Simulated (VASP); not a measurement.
**Fe: single point with PBEsol**

Fe:

```xyz
1
Lattice="-1.3934 1.3934 1.3934 1.3934 -1.3934 1.3934 1.3934 1.3934 -1.3934" Properties=species:S:1:pos:R:3 pbc="T T T"
Fe    0.0000    0.0000    0.0000
```

- Program: VASP 6.6.1
- Task: single point
- Functional: PBEsol
- Potentials or basis: VASP PAW PBE potentials, release 64 (Fe)
- Cutoff: 520 eV
- k mesh: 20 × 20 × 20
- Occupations: gaussian, width 0.05 eV
- Spin: collinear spin, ferromagnetic start
- Starting moments: [2.3] μB
- Dipole correction: no
- Further INCAR settings: ALGO = Normal; EDIFF = 1e-06; NBANDS = 14

```json
{
  "Pressure": "-0.6 GPa",
  "Net moment": "2.08 μB per cell",
  "Site moments": "Fe +2.07 μB",
  "Valence electrons inside the program's atomic spheres": "Fe 7.38"
}
```

Levels at points of the mesh, in eV from the Fermi level:
Spin up:
```
           k point  band 2  band 3  band 4  band 5  band 6  band 7  band 8  band 9
(0.00, 0.00, 0.00)   -2.40   -2.40   -2.40   -1.05   -1.05   25.40   25.40   25.40
(0.50, 0.00, 0.00)   -3.58   -0.99   -0.84    0.41    0.51    7.77   18.69   20.90
(0.50, 0.50, 0.50)   -5.15    0.22    0.22    0.22   10.19   10.19   10.19   16.12
```
Spin down:
```tsv
k point	band 1	band 2	band 3	band 4	band 5	band 6	band 7
(0.00, 0.00, 0.00)	-8.55	-0.60	-0.60	-0.60	1.51	1.51	25.32
(0.50, 0.00, 0.00)	-3.98	-1.96	0.64	1.39	1.79	2.61	9.11
(0.50, 0.50, 0.50)	-3.44	-3.44	2.29	2.29	2.29	10.54	10.54
```

Run time: 42 s on 1 thread of AMD EPYC 9R14 (Zen 4) (shared host), peak memory 0.14 GiB.

Caveat: the PAW data sets were made with another functional, which shifts forces and pressure a little.
